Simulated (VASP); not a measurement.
# P (P4_2/mmc) in VASP: notebook

P is run at these levels: PBE; tasks: single point, relaxation of cell and atoms.

Everything below comes from runs of VASP 6.6.1. Logs are shortened: lines on timing, memory, paths and dates and some standing lists are left out, and cuts for length are marked.

**1. The cell of the first run**

The structure is tetragonal, space group P4_2/mmc (No. 131). The conventional cell has a = 3.328 Å, b = 3.328 Å, c = 6.411 Å, α = 90.00°, β = 90.00°, γ = 90.00°. Within 3.1 Å of P (site symmetry mmm) lie 4 P at 2.31 Å. Within 3.1 Å of P (site symmetry -4m2) lie 4 P at 2.31 Å.

**2. Single point, PBE**

INCAR

```
SYSTEM = P
PREC = Accurate
ENCUT = 520
EDIFF = 1E-6
ISMEAR = 0
SIGMA = 0.1
LREAL = .False.
LASPH = .True.
NELM = 100
ALGO = Normal
ISIF = 2
LWAVE = .False.
LCHARG = .False.
GGA = PE
NBANDS = 18
```

KPOINTS

```
Automatic mesh
0
Gamma
  14 14 8
  0 0 0
```

POSCAR

```
P
1.0
    3.3275298769      0.0000000000      0.0000000000
    0.0000000000      3.3275298769      0.0000000000
    0.0000000000      0.0000000000      6.4109187102
P
4
Direct
    0.5000000000      0.0000000000      0.5000000000
    0.0000000000      0.5000000000      0.0000000000
    0.0000000000      0.0000000000      0.7500000000
    0.0000000000      0.0000000000      0.2500000000
```

Potentials or basis: VASP PAW PBE potentials, release 64 (P).

Started as:

```console
$ cat potpaw_PBE.64/P/POTCAR > POTCAR
$ mpirun -np 1 vasp_std > vasp.out
```

OUTCAR:

```text
SYSTEM = P
   PREC = Accurate
   ENCUT = 520
   EDIFF = 1E-6
   ISMEAR = 0
   LREAL = .False.
   LASPH = .True.
   NELM = 100
   ISIF = 2
   GGA = PE

 ion  position               nearest neighbor table
   1  0.500  0.000  0.500-   3 2.31   4 2.31   3 2.31   4 2.31
   2  0.000  0.500  0.000-   3 2.31   4 2.31   3 2.31   4 2.31
   3  0.000  0.000  0.750-   1 2.31   2 2.31   2 2.31   1 2.31
   4  0.000  0.000  0.250-   1 2.31   2 2.31   2 2.31   1 2.31

  LATTYP: Found a simple tetragonal cell.
 ALAT       =     3.3275298769
 C/A-ratio  =     1.9266299469

  Lattice vectors:

 A1 = (   3.3275298769,   0.0000000000,   0.0000000000)
 A2 = (   0.0000000000,   3.3275298769,   0.0000000000)
 A3 = (   0.0000000000,   0.0000000000,   6.4109187102)

Analysis of symmetry for initial positions (statically):
=====================================================================
 Subroutine PRICEL returns:
 Original cell was already a primitive cell.

 Routine SETGRP: Setting up the symmetry group for a
 simple tetragonal supercell.

 Subroutine GETGRP returns: Found 16 space group operations
 (whereof  8 operations were pure point group operations)
 out of a pool of 16 trial point group operations.

The static configuration has the point symmetry D_2h.
 The point group associated with its full space group is D_4h.

Analysis of symmetry for dynamics (positions and initial velocities):
=====================================================================
 Subroutine PRICEL returns:
 Original cell was already a primitive cell.

 Routine SETGRP: Setting up the symmetry group for a
 simple tetragonal supercell.

 Subroutine GETGRP returns: Found 16 space group operations
 (whereof  8 operations were pure point group operations)
 out of a pool of 16 trial point group operations.

The dynamic configuration has the point symmetry D_2h.
 The point group associated with its full space group is D_4h.

 Subroutine INISYM returns: Found 16 space group operations
 (whereof  8 operations are pure point group operations),
 and found     1 'primitive' translations

----------------------------------------------------------------------------------------

                                     Primitive cell

  volume of cell :      70.9846

  direct lattice vectors                    reciprocal lattice vectors
     3.327529877  0.000000000  0.000000000     0.300523222  0.000000000  0.000000000
     0.000000000  3.327529877  0.000000000     0.000000000  0.300523222  0.000000000
     0.000000000  0.000000000  6.410918710     0.000000000  0.000000000  0.155983884

  length of vectors
     3.327529877  3.327529877  6.410918710     0.300523222  0.300523222  0.155983884

  position of ions in fractional coordinates (direct lattice)
     0.500000000  0.000000000  0.500000000
     0.000000000  0.500000000  0.000000000
     0.000000000  0.000000000  0.750000000
     0.000000000  0.000000000  0.250000000

  ion indices of the primitive-cell ions
   primitive index   ion index
                 1           1
                 2           2
                 3           3
                 4           4

----------------------------------------------------------------------------------------

 KPOINTS: Automatic mesh

Automatic generation of k-mesh.
 Grid dimensions read from file:
 generate k-points for:   14   14    8

 Generating k-lattice:

  Cartesian coordinates                     Fractional coordinates (reciprocal lattice)
     0.021465944  0.000000000  0.000000000     0.071428571  0.000000000  0.000000000
     0.000000000  0.021465944  0.000000000     0.000000000  0.071428571  0.000000000
     0.000000000  0.000000000  0.019497985     0.000000000  0.000000000  0.125000000

  Length of vectors
     0.021465944  0.021465944  0.019497985

  Shift w.r.t. Gamma in fractional coordinates (k-lattice)
     0.000000000  0.000000000  0.000000000

 Subroutine IBZKPT returns following result:
 ===========================================

 Found    180 irreducible k-points:

 Following reciprocal coordinates:
            Coordinates               Weight
  0.000000  0.000000  0.000000      1.000000
  0.071429  0.000000  0.000000      4.000000
  0.142857  0.000000  0.000000      4.000000
  0.214286  0.000000  0.000000      4.000000
  0.285714  0.000000  0.000000      4.000000
  0.357143  0.000000  0.000000      4.000000
[... 16 lines left out ...]
  0.285714  0.214286  0.000000      8.000000
  0.357143  0.214286  0.000000      8.000000
 [... further k-points ...]
   k-points           NKPTS =    180   k-points in BZ     NKDIM =    180   number of bands    NBANDS=     18
   number of dos      NEDOS =    301   number of ions     NIONS =      4
   total plane-waves  NPLWV =  37632
   dimension x,y,z NGX =    28 NGY =   28 NGZ =   48
   dimension x,y,z NGXF=    56 NGYF=   56 NGZF=   96
   ions per type =               4
   NGX,Y,Z   is equivalent  to a cutoff of  13.99, 13.99, 12.45 a.u.
   NGXF,Y,Z  is equivalent  to a cutoff of  27.98, 27.98, 24.89 a.u.
 SYSTEM =  P
   PREC   = accura    normal or accurate (medium, high low for compatibility)
   ISTART =      0    job   : 0-new  1-cont  2-samecut
   ICHARG =      2    charge: 1-file 2-atom 10-const
   ISPIN  =      1    spin polarized calculation?
   LNONCOLLINEAR =      F non collinear calculations
   LSORBIT =      F    spin-orbit coupling
   LASPH  =      T    aspherical Exc in radial PAW
   ENCUT  =  520.0 eV  38.22 Ry    6.18 a.u.   6.19  6.19 11.92*2*pi/ulx,y,z
   NELM   =    100;   NELMIN=  2; NELMDL= -5     # of ELM steps
   EDIFF  = 0.1E-05   stopping-criterion for ELM
   LREAL  =      F    real-space projection
   EDIFFG = 0.1E-04   stopping-criterion for IOM
   NSW    =      0    number of steps for IOM
   IBRION =     -1    ionic relax: 0-MD 1-quasi-New 2-CG
   NFREE  =      0    steps in history (QN), initial steepest desc. (CG)
   ISIF   =      2    stress and relaxation
   ISYM   =      2    0-nonsym 1-usesym 2-fastsym
   POTIM  = 0.5000    time-step for ionic-motion
   TEBEG  =    0.0;   TEEND  =   0.0 temperature during run
   PSTRESS=    0.0 pullay stress
   NELECT =      20.0000    total number of electrons
   NUPDOWN=      -1.0000    fix difference up-down
   EMIN   =  10.00;   EMAX   =-10.00  energy-range for DOS
   EFERMI =   0.00;   METHOD = LEGACY
   ISMEAR =     0;   SIGMA  =   0.10  broadening in eV -4-tet -1-fermi 0-gaus
   EFERMI_NEDOS =   21; number of points for ismear=-14 and -15
   IALGO  =     38    algorithm
   IMIX   =      4    mixing-type and parameters
     AMIX     =   0.40;   BMIX     =  1.00
     AMIX_MAG =   1.60;   BMIX_MAG =  1.00
  volume/ion in A,a.u.               =      17.75       119.76
  Fermi-wavevector in a.u.,A,eV,Ry     =   1.073240  2.028129 15.671784  1.151844
  Thomas-Fermi vector in A             =   2.209033
   LORBIT       =      0    0 simple, 1 ext, 2 COOP (PROOUT), +10 PAW based schemes
   GGA     = PE    functional components
   LHFCALC =     F    Hartree Fock is set to
   AEXX    =    0.0000 exact exchange contribution
   IVDW    =     0    specifies the selected vdW correction
   LEPSILON=     F    determine dielectric tensor
   LRPA    =     F    only Hartree local field effects (RPA)
 non-spin polarized calculation
 Gauss-broadening in eV      SIGMA  =   0.10
  energy-cutoff  :      520.00
  volume of cell :       70.98
 maximum number of plane-waves:      1968
 NGX is ok and might be reduce to    28
   NGX = 13   NGY = 13   NGZ = 23

 number of electron      19.9999997 magnetization

 Free energy of the ion-electron system (eV)
  ---------------------------------------------------
  ext. energy  EPLUGINS =         0.00000000
  ---------------------------------------------------
  free energy    TOTEN  =       -19.95015967 eV

  energy without entropy =      -19.93944186  energy(sigma->0) =      -19.94480076

 E-fermi :   6.9875     XC(G=0): -10.2106

 val. band max:        6.9808564418   @ k =   0.4286   0.3571   0.2500
 cond. band min:       6.9961163817   @ k =   0.2857   0.2857   0.0000
 fundamental gap:      0.0152599399
 Fermi energy:         6.9875006567

 k-point     1 :       0.0000    0.0000    0.0000
  band No.  band energies     occupation
      1      -8.5435      2.00000
      2      -5.4553      2.00000
      3      -5.1692      2.00000
      4       2.7934      2.00000
      5       3.3292      2.00000
      6       3.3292      2.00000
[... 10 lines left out ...]
     17      13.5325      0.00000
     18      13.5796      0.00000

 k-point     2 :       0.0714    0.0000    0.0000
  band No.  band energies     occupation
      1      -8.4925      2.00000
      2      -5.4165      2.00000
      3      -5.1215      2.00000
      4       2.5037      2.00000
      5       2.7747      2.00000
      6       3.3596      2.00000
[... 10 lines left out ...]
     17      13.4281      0.00000
     18      13.4408      0.00000

 k-point     3 :       0.1429    0.0000    0.0000
  band No.  band energies     occupation
      1      -8.3423      2.00000
      2      -5.3043      2.00000
      3      -4.9814      2.00000
      4       1.3366      2.00000
      5       2.6769      2.00000
      6       3.4472      2.00000
[... 10 lines left out ...]
     17      12.9993      0.00000
     18      13.1577      0.00000

 k-point     4 :       0.2143    0.0000    0.0000
  band No.  band energies     occupation
      1      -8.1025      2.00000
      2      -5.1314      2.00000
      3      -4.7590      2.00000
      4       0.1683      2.00000
      5       2.3812      2.00000
      6       3.5803      2.00000
[... 375 lines left out ...]
      4      -0.0683      2.00000
      5       1.1046      2.00000
      6       2.3377      2.00000
[... 10 lines left out ...]
     17      12.9171      0.00000
     18      14.2684      0.00000

 k-point    23 :       0.2857    0.2143    0.0000
  band No.  band energies     occupation
      1      -7.3227      2.00000
      2      -4.6164      2.00000
      3      -4.0523      2.00000
      4      -0.8450      2.00000
      5       0.9891      2.00000
      6       2.0080      2.00000
[... 10 lines left out ...]
     17      13.7710      0.00000
     18      13.8542      0.00000

 k-point    24 :       0.3571    0.2143    0.0000
  band No.  band energies     occupation
      1      -6.9656      2.00000
      2      -4.4209      2.00000
      3      -3.7405      2.00000
      4      -1.6729      2.00000
      5       1.1013      2.00000
      6       1.4638      2.00000
[... 10 lines left out ...]
     17      13.3493      0.00000
     18      14.3543      0.00000

 [... further k-points ...]
[... 5 lines left out ...]
  --------------------------------------------------------------------------------------
  -------------------------------------------------------------------------------------
  Total       -0.0900825     -0.0900825     -0.1334631      0.0000000      0.0000000      0.0000000
  in kB       -2.0332317     -2.0332317     -3.0123655      0.0000000      0.0000000      0.0000000
  external PRESSURE =      -2.3596096 kB  Pullay stress =       0.0000000 kB

 VOLUME and BASIS-vectors are now :
 -----------------------------------------------------------------------------
  energy-cutoff  :      520.00
  volume of cell :       70.98
      direct lattice vectors                 reciprocal lattice vectors
     3.327529877  0.000000000  0.000000000     0.300523222  0.000000000  0.000000000
     0.000000000  3.327529877  0.000000000     0.000000000  0.300523222  0.000000000
     0.000000000  0.000000000  6.410918710     0.000000000  0.000000000  0.155983884

 POSITION                                       TOTAL-FORCE (eV/Angst)
 -----------------------------------------------------------------------------------
      1.66376      0.00000      3.20546         0.000000      0.000000      0.000000
      0.00000      1.66376      0.00000         0.000000      0.000000      0.000000
      0.00000      0.00000      4.80819         0.000000      0.000000      0.000000
      0.00000      0.00000      1.60273         0.000000      0.000000     -0.000000
 -----------------------------------------------------------------------------------
    total drift:                               -0.000000     -0.000000      0.000000

  FREE ENERGIE OF THE ION-ELECTRON SYSTEM (eV)
  ---------------------------------------------------
  free  energy   TOTEN  =       -19.9501596688 eV

  energy  without entropy=      -19.9394418552  energy(sigma->0) =      -19.94480076
```

It took 1.7 min on 1 thread of Intel Xeon 6975P-C (Granite Rapids), shared host; peak memory 0.29 GiB.

Results:

```yaml
Free_energy: -19.9502 eV
Pressure: -0.2 GPa
Band_gap_on_the_k_mesh: zero (band 10 reaches 7.93 eV, above the bottom of band 11 at 5.45 eV)
```

**3. Relaxation of cell and atoms, PBE**

INCAR

```
ALGO = Normal
EDIFF = 1E-7
EDIFFG = -0.01
ENCUT = 600
GGA = PE
IBRION = 2
ISIF = 3
ISMEAR = 0
LASPH = T
LCHARG = F
LREAL = F
LWAVE = F
NELM = 100
NSW = 100
PREC = Accurate
SIGMA = 0.1
```

KPOINTS

```
k-points
0
Gamma
  14 14 8
```

POSCAR is that of step 2.

Potentials or basis: VASP PAW PBE potentials, release 64 (P).

Started as:

```console
$ cat potpaw_PBE.64/P/POTCAR > POTCAR
$ mpirun -np 1 vasp_std > vasp.out
```

OUTCAR:

```text
EDIFF = 1E-7
   EDIFFG = -0.01
   ENCUT = 600
   GGA = PE
   IBRION = 2
   ISIF = 3
   ISMEAR = 0
   LASPH = T
   LREAL = F
   NELM = 100
   NSW = 100
   PREC = Accurate

 ion  position               nearest neighbor table
   1  0.500  0.000  0.500-   3 2.31   4 2.31   3 2.31   4 2.31
   2  0.000  0.500  0.000-   3 2.31   4 2.31   3 2.31   4 2.31
   3  0.000  0.000  0.750-   1 2.31   2 2.31   2 2.31   1 2.31
   4  0.000  0.000  0.250-   1 2.31   2 2.31   2 2.31   1 2.31

  LATTYP: Found a simple tetragonal cell.
 ALAT       =     3.3275298769
 C/A-ratio  =     1.9266299469

  Lattice vectors:

 A1 = (   3.3275298769,   0.0000000000,   0.0000000000)
 A2 = (   0.0000000000,   3.3275298769,   0.0000000000)
 A3 = (   0.0000000000,   0.0000000000,   6.4109187102)

Analysis of symmetry for initial positions (statically):
=====================================================================
 Subroutine PRICEL returns:
 Original cell was already a primitive cell.

 Routine SETGRP: Setting up the symmetry group for a
 simple tetragonal supercell.

 Subroutine GETGRP returns: Found 16 space group operations
 (whereof  8 operations were pure point group operations)
 out of a pool of 16 trial point group operations.

The static configuration has the point symmetry D_2h.
 The point group associated with its full space group is D_4h.

Analysis of symmetry for dynamics (positions and initial velocities):
[... 245 lines left out ...]
  ---------------------------------------------------
  ext. energy  EPLUGINS =         0.00000000
  ---------------------------------------------------
  free energy    TOTEN  =       -19.95071736 eV

  energy without entropy =      -19.94003923  energy(sigma->0) =      -19.94537830

 E-fermi :   7.0221     XC(G=0): -10.2222

 val. band max:        7.0167935668   @ k =   0.2857   0.0000   0.2500
 cond. band min:       7.0339376447   @ k =   0.1429   0.0000   0.0000
 fundamental gap:      0.0171440779
 Fermi energy:         7.0221260317

 k-point     1 :       0.0000    0.0000    0.0000
  band No.  band energies     occupation
      1      -8.5353      2.00000
      2      -5.4394      2.00000
      3      -5.1515      2.00000
      4       2.8209      2.00000
      5       3.3505      2.00000
      6       3.3505      2.00000
      7       3.8217      2.00000
      8       6.5845      2.00000
      9       6.5845      2.00000
     10       6.8892      1.93986
     11       6.8892      1.93986
     12       7.2551      0.00098
     13       9.3928      0.00000
     14      10.8362      0.00000
[... 377 lines left out ...]
      1      -6.9536      2.00000
      2      -4.4021      2.00000
      3      -3.7176      2.00000
      4      -1.6525      2.00000
      5       1.1207      2.00000
      6       1.4832      2.00000
      7       3.1016      2.00000
      8       3.6764      2.00000
      9       5.4165      2.00000
     10       6.1411      2.00000
     11       7.1055      0.23844
     12       9.3342      0.00000
     13       9.6899      0.00000
     14      11.0576      0.00000

 [... further k-points ...]

------------------------ aborting loop because EDIFF is reached ----------------------------------------

  FORCE on cell =-STRESS in cart. coord.  units (eV):
  Direction    XX          YY          ZZ          XY          YZ          ZX
  --------------------------------------------------------------------------------------
  -------------------------------------------------------------------------------------
  Total       -0.0086234     -0.0086234      0.0144638     -0.0000000      0.0000000      0.0000000
  in kB       -0.1951769     -0.1951769      0.3273637     -0.0000000      0.0000000      0.0000000
  external PRESSURE =      -0.0209967 kB  Pullay stress =       0.0000000 kB
[... 19 lines left out ...]
  FREE ENERGIE OF THE ION-ELECTRON SYSTEM (eV)
  ---------------------------------------------------
  free  energy   TOTEN  =       -19.9507173634 eV

  energy  without entropy=      -19.9400392269  energy(sigma->0) =      -19.94537830

 reached required accuracy - stopping structural energy minimisation
```

OSZICAR:

```text
N       E                     dE             d eps       ncg     rms          rms(c)
DAV:   1     0.745862790835E+02    0.74586E+02   -0.94564E+03  5040   0.138E+03
DAV:   2    -0.149394862349E+02   -0.89526E+02   -0.87065E+02  6488   0.191E+02
DAV:   3    -0.199625014149E+02   -0.50230E+01   -0.48985E+01  6776   0.462E+01
[... 22 lines left out ...]
DAV:   2    -0.199507235776E+02    0.10452E-04   -0.17514E-05  6180   0.274E-02    0.144E-02
DAV:   3    -0.199507182501E+02    0.53275E-05   -0.98334E-06  6072   0.172E-02    0.296E-03
DAV:   4    -0.199507178551E+02    0.39498E-06   -0.15800E-07  5062   0.296E-03    0.184E-03
DAV:   5    -0.199507173748E+02    0.48028E-06   -0.37921E-08  3264   0.151E-03    0.367E-04
DAV:   6    -0.199507173634E+02    0.11398E-07   -0.64554E-09  2970   0.640E-04
   3 F= -.19950717E+02 E0= -.19945378E+02  d E =-.144337E-03
```

It took 3.3 min on 1 thread of Intel Xeon 6975P-C (Granite Rapids), shared host; peak memory 0.3 GiB.

What came out:

```yaml
Free_energy: -19.9507 eV
Relaxed_volume: 17.70 Å³/atom
Relaxed_cell: a = 3.325 Å, b = 3.325 Å, c = 6.403 Å, α = 90.00°, β = 90.00°, γ = 90.00°
Space_group_after_relaxing_to_0.05_Å: P4_2/mmc (No. 131)
Energy_gained_by_relaxing: 0.0 meV/atom
Ionic_steps: 3
Pressure_after_relaxing: 0.0 GPa
Band_gap_on_the_k_mesh: zero (band 10 reaches 7.96 eV, above the bottom of band 11 at 5.47 eV)
```

The path:
| step | energy change (eV) | largest force (eV/Å) | pressure (GPa) | volume (Å³) |
| --- | --- | --- | --- | --- |
| 1 | 0.0000 | 0.0000 | -0.22 | 70.98 |
| 2 | -0.0001 | 0.0000 | 0.06 | 70.73 |
| 3 | -0.0001 | 0.0000 | 0.00 | 70.79 |

Final structure:
```
CELL_PARAMETERS angstrom
3.32493 0.00000 0.00000
0.00000 3.32493 0.00000
0.00000 0.00000 6.40320
ATOMIC_POSITIONS crystal
P 0.50000 0.00000 0.50000
P 0.00000 0.50000 0.00000
P 0.00000 0.00000 0.75000
P 0.00000 0.00000 0.25000
```

(Part 1 of 2 ends here.)
